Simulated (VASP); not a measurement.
# SiC in VASP: further runs

Runs on SiC. Level: LDA. Tasks: single point.

Everything below comes from runs of VASP 6.6.1. Logs are shortened: lines on timing, memory, paths and dates and some standing lists are left out, and cuts for length are marked.

## Step 1: The cell of the first run

Symmetry: I-4m2, No. 119, tetragonal system. The conventional cell has a = 3.061 Å, b = 3.061 Å, c = 4.351 Å, α = 90.00°, β = 90.00°, γ = 90.00°. Si (site symmetry -4m2) has 4 C at 1.88 Å within 2.5 Å. C (site symmetry -4m2) has 4 Si at 1.88 Å within 2.5 Å.

## Step 2: Single point, LDA (z stretched by +0.5 %, x and y held)

File INCAR:

```
  PREC = Accurate
  ENCUT = 520
  EDIFF = 1E-7
  ISMEAR = 0
  SIGMA = 0.01
  LREAL = False
  LASPH = True
  NELM = 100
  ALGO = Normal
  ISIF = 2
  LWAVE = False
  LCHARG = False
  NBANDS = 11
```

File KPOINTS:

```
regular mesh
0
Gamma
  8 8 8
```

File POSCAR:

```
SiC
1.0
    0.0000000000      2.1644853731      2.1753077999
    2.1644853731      0.0000000000      2.1753077999
    2.1644853731      2.1644853731      0.0000000000
Si C
1 1
Direct
    0.0000000000      0.0000000000      0.0000000000
    0.7500000000      0.7500000000      0.7500000000
```

Potentials or basis: VASP PAW LDA potentials, release 64 (Si, C).

Started as:

```sh
cat potpaw_LDA.64/Si/POTCAR potpaw_LDA.64/C/POTCAR > POTCAR
mpirun -np 1 vasp_std > vasp.out
```

OUTCAR:

```text
PREC = Accurate
   ENCUT = 520
   EDIFF = 1E-7
   ISMEAR = 0
   LREAL = False
   LASPH = True
   NELM = 100
   ISIF = 2

 ion  position               nearest neighbor table
   1  0.000  0.000  0.000-   2 1.88   2 1.88   2 1.88   2 1.88
   2  0.750  0.750  0.750-   1 1.88   1 1.88   1 1.88   1 1.88

  LATTYP: Found a body centered tetragonal cell.
 ALAT       =     3.0610445702
 C/A-ratio  =     1.4212846301

  Lattice vectors:

 A1 = (  -2.1644853731,   0.0000000000,   2.1753077999)
 A2 = (   2.1644853731,   0.0000000000,   2.1753077999)
 A3 = (   0.0000000000,   2.1644853731,  -2.1753077999)

Analysis of symmetry for initial positions (statically):
=====================================================================
 Subroutine PRICEL returns:
 Original cell was already a primitive cell.

 Routine SETGRP: Setting up the symmetry group for a
 body centered tetragonal supercell.

 Subroutine GETGRP returns: Found  8 space group operations
 (whereof  8 operations were pure point group operations)
 out of a pool of 16 trial point group operations.

The static configuration has the point symmetry D_2d.

Analysis of symmetry for dynamics (positions and initial velocities):
=====================================================================
 Subroutine PRICEL returns:
 Original cell was already a primitive cell.

 Routine SETGRP: Setting up the symmetry group for a
 body centered tetragonal supercell.

 Subroutine GETGRP returns: Found  8 space group operations
 (whereof  8 operations were pure point group operations)
 out of a pool of 16 trial point group operations.

The dynamic configuration has the point symmetry D_2d.

 Subroutine INISYM returns: Found  8 space group operations
 (whereof  8 operations are pure point group operations),
 and found     1 'primitive' translations

----------------------------------------------------------------------------------------

                                     Primitive cell

  volume of cell :      20.3826

  direct lattice vectors                    reciprocal lattice vectors
     0.000000000  2.164485373  2.175307800    -0.231001792  0.231001792  0.229852529
     2.164485373  0.000000000  2.175307800     0.231001792 -0.231001792  0.229852529
     2.164485373  2.164485373  0.000000000     0.231001792  0.231001792 -0.229852529

  length of vectors
     3.068706723  3.068706723  3.061044570     0.399444416  0.399444416  0.399444416

  position of ions in fractional coordinates (direct lattice)
     0.000000000  0.000000000  0.000000000
[... 81 lines left out ...]
   NSW    =      0    number of steps for IOM
   IBRION =     -1    ionic relax: 0-MD 1-quasi-New 2-CG
   NFREE  =      0    steps in history (QN), initial steepest desc. (CG)
   ISIF   =      2    stress and relaxation
   ISYM   =      2    0-nonsym 1-usesym 2-fastsym
   POTIM  = 0.5000    time-step for ionic-motion
   TEBEG  =    0.0;   TEEND  =   0.0 temperature during run
   PSTRESS=    0.0 pullay stress
   NELECT =       8.0000    total number of electrons
   NUPDOWN=      -1.0000    fix difference up-down
   EMIN   =  10.00;   EMAX   =-10.00  energy-range for DOS
   EFERMI =   0.00;   METHOD = LEGACY
   ISMEAR =     0;   SIGMA  =   0.01  broadening in eV -4-tet -1-fermi 0-gaus
   EFERMI_NEDOS =   21; number of points for ismear=-14 and -15
   IALGO  =     38    algorithm
   IMIX   =      4    mixing-type and parameters
     AMIX     =   0.40;   BMIX     =  1.00
     AMIX_MAG =   1.60;   BMIX_MAG =  1.00
  volume/ion in A,a.u.               =      10.19        68.77
  Fermi-wavevector in a.u.,A,eV,Ry     =   1.198629  2.265081 19.547650  1.436712
  Thomas-Fermi vector in A             =   2.334513
   LORBIT       =      0    0 simple, 1 ext, 2 COOP (PROOUT), +10 PAW based schemes
   GGA     = CA    functional components
   LHFCALC =     F    Hartree Fock is set to
   AEXX    =    0.0000 exact exchange contribution
   IVDW    =     0    specifies the selected vdW correction
   LEPSILON=     F    determine dielectric tensor
   LRPA    =     F    only Hartree local field effects (RPA)
 non-spin polarized calculation
 Gauss-broadening in eV      SIGMA  =   0.01
  energy-cutoff  :      520.00
  volume of cell :       20.38
 maximum number of plane-waves:       568
   NGX = 11   NGY = 11   NGZ = 11

 number of electron       8.0000000 magnetization

 Free energy of the ion-electron system (eV)
  ---------------------------------------------------
  ext. energy  EPLUGINS =         0.00000000
  ---------------------------------------------------
  free energy    TOTEN  =       -16.64107350 eV

  energy without entropy =      -16.64107350  energy(sigma->0) =      -16.64107350

 E-fermi :   8.2938     XC(G=0): -11.6205

 val. band max:        8.2465521769   @ k =   0.0000   0.0000   0.0000
 cond. band min:       9.5104937957   @ k =   0.5000   0.0000   0.5000
 fundamental gap:      1.2639416188
 Fermi energy:         8.2938189508

 k-point     1 :       0.0000    0.0000    0.0000
  band No.  band energies     occupation
      1      -7.1993      2.00000
      2       8.2123      2.00000
      3       8.2466      2.00000
      4       8.2466      2.00000
      5      14.7042      0.00000
      6      15.5261      0.00000
      7      15.5261      0.00000
      8      15.5389      0.00000
      9      22.7038      0.00000
     10      22.8577      0.00000
     11      24.6394      0.00000
[... 309 lines left out ...]
 k-point    24 :       0.3750    0.0000    0.1250
  band No.  band energies     occupation
      1      -4.8306      2.00000
      2       2.1986      2.00000
      3       6.6463      2.00000
      4       6.6843      2.00000
      5      13.6067      0.00000
      6      15.8761      0.00000
      7      17.0023      0.00000
      8      17.6787      0.00000
      9      21.2961      0.00000
     10      24.5250      0.00000
     11      25.0856      0.00000

 [... further k-points ...]
[... 5 lines left out ...]
  --------------------------------------------------------------------------------------
  -------------------------------------------------------------------------------------
  Total       -0.0366460     -0.0366460     -0.2033948      0.0000000     -0.0000000      0.0000000
  in kB       -2.8805578     -2.8805578    -15.9878645      0.0000000     -0.0000000      0.0000000
  external PRESSURE =      -7.2496600 kB  Pullay stress =       0.0000000 kB

 VOLUME and BASIS-vectors are now :
 -----------------------------------------------------------------------------
  energy-cutoff  :      520.00
  volume of cell :       20.38
      direct lattice vectors                 reciprocal lattice vectors
     0.000000000  2.164485373  2.175307800    -0.231001792  0.231001792  0.229852529
     2.164485373  0.000000000  2.175307800     0.231001792 -0.231001792  0.229852529
     2.164485373  2.164485373  0.000000000     0.231001792  0.231001792 -0.229852529

 POSITION                                       TOTAL-FORCE (eV/Angst)
 -----------------------------------------------------------------------------------
      0.00000      0.00000      0.00000         0.000000      0.000000     -0.000000
      3.24673      3.24673      3.26296        -0.000000     -0.000000      0.000000
 -----------------------------------------------------------------------------------
    total drift:                               -0.000000     -0.000000     -0.000000

  FREE ENERGIE OF THE ION-ELECTRON SYSTEM (eV)
  ---------------------------------------------------
  free  energy   TOTEN  =       -16.6410734970 eV

  energy  without entropy=      -16.6410734970  energy(sigma->0) =      -16.64107350
```

OSZICAR:

```text
N       E                     dE             d eps       ncg     rms          rms(c)
DAV:   1     0.105028986754E+01    0.10503E+01   -0.38707E+03  1314   0.607E+02
DAV:   2    -0.181214299638E+02   -0.19172E+02   -0.18302E+02  1610   0.110E+02
DAV:   3    -0.187203045156E+02   -0.59887E+00   -0.59765E+00  1588   0.160E+01
DAV:   4    -0.187227186655E+02   -0.24141E-02   -0.24140E-02  1498   0.131E+00
DAV:   5    -0.187227302407E+02   -0.11575E-04   -0.11575E-04  1605   0.827E-02    0.923E+00
DAV:   6    -0.167352354125E+02    0.19875E+01   -0.72516E+00  1472   0.120E+01    0.408E+00
DAV:   7    -0.166620995624E+02    0.73136E-01   -0.39792E-01  1556   0.364E+00    0.182E+00
DAV:   8    -0.166414865813E+02    0.20613E-01   -0.26716E-02  1505   0.984E-01    0.183E-01
DAV:   9    -0.166410597765E+02    0.42680E-03   -0.20159E-03  1633   0.243E-01    0.982E-02
DAV:  10    -0.166410735065E+02   -0.13730E-04   -0.12794E-04  1487   0.701E-02    0.335E-02
DAV:  11    -0.166410737646E+02   -0.25808E-06   -0.35384E-06  1606   0.115E-02    0.141E-02
DAV:  12    -0.166410734949E+02    0.26968E-06   -0.71005E-07  1505   0.410E-03    0.865E-04
DAV:  13    -0.166410734970E+02   -0.20839E-08   -0.39112E-08   940   0.119E-03
   1 F= -.16641073E+02 E0= -.16641073E+02  d E =-.436836E-14
```

stdout:

```text
POSCAR found type information on POSCAR SiC
 POSCAR found :  2 types and       2 ions
 scaLAPACK will be used
 LDA part: xc-table for (Slater(with rela. corr.)+CA(PZ))
 , standard interpolation
 POSCAR, INCAR and KPOINTS ok, starting setup
 FFT: planning ... GRIDC
 FFT: planning ... GRID_SOFT
 FFT: planning ... GRID
 WAVECAR not read
 entering main loop
```

Run time: 7.6 s. Hardware: 1 thread of Intel Xeon Platinum 8259CL at 2.50GHz (Skylake/Cascade Lake), shared host; peak memory 0.13 GiB.

What came out:

```
Free energy            : -16.6411 eV
Pressure               : -0.7 GPa
Band gap on the k mesh : 1.26 eV, indirect (least direct gap 4.51 eV)
```

Caveat: the cell differs from its parent crystal (z stretched by +0.5 %, x and y held). A k mesh can miss the band edges.

## Step 3: Single point, LDA (equal xy, yz and zx engineering shears of -0.5 %)

File INCAR:

```
PREC = Accurate
ENCUT = 520
EDIFF = 1E-7
ISMEAR = 0
SIGMA = 0.01
LREAL = False
LASPH = True
NELM = 100
ALGO = Normal
ISIF = 2
LWAVE = False
LCHARG = False
GGA = CA
NBANDS = 11
```

KPOINTS is that of step 2.

File POSCAR:

```
SiC
1.0
   -0.0108224269      2.1590741596      2.1590741596
    2.1590741596     -0.0108224269      2.1590741596
    2.1590741596      2.1590741596     -0.0108224269
Si C
1 1
Direct
    0.0002588237      0.0002588237      0.0002588237
    0.7497411763      0.7497411763      0.7497411763
```

Potentials or basis: VASP PAW LDA potentials, release 64 (Si, C).

Started as:

```sh
cat potpaw_LDA.64/Si/POTCAR potpaw_LDA.64/C/POTCAR > POTCAR
mpirun -np 1 vasp_std > vasp.out
```

Wall time 7.9 s (1 thread of Intel Xeon Platinum 8259CL at 2.50GHz (Skylake/Cascade Lake), shared host); peak memory 0.13 GiB.

The run converged. Its results:

| Item | Value |
| --- | --- |
| Free energy | -16.6402 eV |
| Pressure | 0.4 GPa |
| Band gap on the k mesh | 1.23 eV, indirect (least direct gap 4.47 eV) |

Stress tensor (GPa, compression positive):
```
0.43 1.27 1.27
1.27 0.43 1.27
1.27 1.27 0.43
```

Levels at points of the mesh, in eV from the valence-band top:
```
           k point  band 1  band 2  band 3  band 4  band 5  band 6  band 7  band 8
(0.00, 0.00, 0.00)  -15.52   -0.08   -0.08    0.00    6.46    7.23    7.23    7.41
(0.50, 0.00, 0.00)  -11.85   -8.73   -1.11   -1.07    5.56    7.14    7.22    9.99
(0.50, 0.50, 0.00)  -10.33   -7.93   -3.33   -3.24    1.23    4.21   13.99   14.01
(0.50, 0.50, 0.50)  -11.77   -8.69   -1.16   -1.16    5.41    7.09    7.09    9.94
```

Caveat: the cell differs from its parent crystal (equal xy, yz and zx engineering shears of -0.5 %). A k mesh can miss the band edges.

## Step 4: Single point, LDA (equal xy, yz and zx engineering shears of +0.5 %)

File INCAR:

```
SYSTEM = SiC
ALGO = Normal
EDIFF = 1E-6
ENCUT = 520
ISIF = 2
ISMEAR = 0
LASPH = .TRUE.
LCHARG = .FALSE.
LREAL = .FALSE.
LWAVE = .FALSE.
NBANDS = 11
NELM = 60
PREC = Accurate
SIGMA = 0.01
```

File KPOINTS:

```
k-points
0
G
  8 8 8
  0 0 0
```

File POSCAR:

```
SiC
1.0
    0.0108224269      2.1698965865      2.1698965865
    2.1698965865      0.0108224269      2.1698965865
    2.1698965865      2.1698965865      0.0108224269
Si C
1 1
Direct
   -0.0002494433     -0.0002494433     -0.0002494433
    0.7502494433      0.7502494433      0.7502494433
```

Started as:

```sh
cat potpaw_LDA.64/Si/POTCAR potpaw_LDA.64/C/POTCAR > POTCAR
mpirun -np 1 vasp_std > vasp.out
```

Wall time 6.9 s (1 thread of Intel Xeon Platinum 8259CL at 2.50GHz (Skylake/Cascade Lake), shared host); peak memory 0.13 GiB.

The run converged. Its results:

```yaml
Free_energy: -16.6402 eV
Pressure: 0.4 GPa
Band_gap_on_the_k_mesh: 1.26 eV, indirect (least direct gap 4.47 eV)
```

Stress tensor (GPa, compression positive):
```
 0.43 -1.27 -1.27
-1.27  0.43 -1.27
-1.27 -1.27  0.43
```

Levels at points of the mesh, in eV from the valence-band top:
```tsv
k point	band 2	band 3	band 4	band 5	band 6	band 7
(0.00, 0.00, 0.00)	-0.08	0.00	0.00	6.48	7.22	7.36
(0.50, 0.00, 0.00)	-8.68	-1.12	-1.08	5.51	7.12	7.20
(0.50, 0.50, 0.00)	-7.90	-3.30	-3.21	1.26	4.23	14.03
(0.50, 0.50, 0.50)	-8.72	-1.03	-1.03	5.66	7.25	7.25
```

Caveat: the cell differs from its parent crystal (equal xy, yz and zx engineering shears of +0.5 %).

## Step 5: Single point, LDA (atom 1 moved by [0.01, 0.01, 0.01] A)

File INCAR:

```
SYSTEM = SiC
ALGO = Normal
EDIFF = 1E-6
ENCUT = 520
ISIF = 2
ISMEAR = 0
LASPH = .TRUE.
LCHARG = .TRUE.
LELF = .TRUE.
LREAL = .FALSE.
LVHAR = .TRUE.
LWAVE = .FALSE.
NBANDS = 11
NELM = 80
PREC = Accurate
SIGMA = 0.01
```

KPOINTS is that of step 4.

File POSCAR:

```
SiC
1.0
    0.0000000000      2.1644853731      2.1644853731
    2.1644853731      0.0000000000      2.1644853731
    2.1644853731      2.1644853731      0.0000000000
Si C
1 1
Direct
    0.0023100179      0.0023100179      0.0023100179
    0.7500000000      0.7500000000      0.7500000000
```

Started as:

```sh
cat potpaw_LDA.64/Si/POTCAR potpaw_LDA.64/C/POTCAR > POTCAR
mpirun -np 1 vasp_std > vasp.out
```

It took 8.3 s on 1 thread of Intel Xeon Platinum 8259CL at 2.50GHz (Skylake/Cascade Lake), shared host; peak memory 0.12 GiB.

Results (log left out):

```
Free energy            : -16.6385 eV
Pressure               : 0.5 GPa
Largest force          : 0.329 eV/Å
Band gap on the k mesh : 1.19 eV, indirect (least direct gap 4.49 eV)
```

Forces in eV/Å, atoms in the order of the input:
```
Si  -0.190 -0.190 -0.190
C    0.190  0.190  0.190
```

Stress tensor (GPa, compression positive):
```
 0.46 -0.66 -0.66
-0.66  0.46 -0.66
-0.66 -0.66  0.46
```

Levels at points of the mesh, in eV from the valence-band top:
```
           k point  band 1  band 2  band 3  band 4  band 5  band 6  band 7  band 8
(0.00, 0.00, 0.00)  -15.57   -0.14   -0.14    0.00    6.43    7.20    7.25    7.25
(0.50, 0.00, 0.00)  -11.87   -8.78   -1.21   -1.08    5.47    7.05    7.20    9.93
(0.50, 0.50, 0.50)  -11.90   -8.70   -1.18   -1.18    5.48    7.09    7.09    9.94
(0.50, 0.50, 0.00)  -10.37   -7.97   -3.35   -3.30    1.19    4.16   13.96   13.97
```

Caveat: the cell differs from its parent crystal (atom 1 moved by [0.01, 0.01, 0.01] A). A k mesh can miss the band edges.

## Step 6: Overview

```tsv
cell	gap on the mesh (eV)	pressure (GPa)
a = 3.069, b = 3.069, c = 3.061 Å, angles 60.1, 60.1, 59.8°, 2 atoms	1.26	-0.7
a = 3.053 Å, angles 60.3°, 2 atoms	1.23	0.4
a = 3.069 Å, angles 59.7°, 2 atoms	1.26	0.4
a = 3.061 Å, angles 60.0°, 2 atoms	1.19	0.5
```

Alike in all rows: task single point; level LDA; potentials or basis VASP PAW LDA potentials, release 64 (Si, C); no spin polarisation; k mesh 8 × 8 × 8; cutoff (eV) 520; smearing gaussian 0.01 eV.

Total energies depend on the potentials used, so only differences within one code and one set of settings carry meaning.
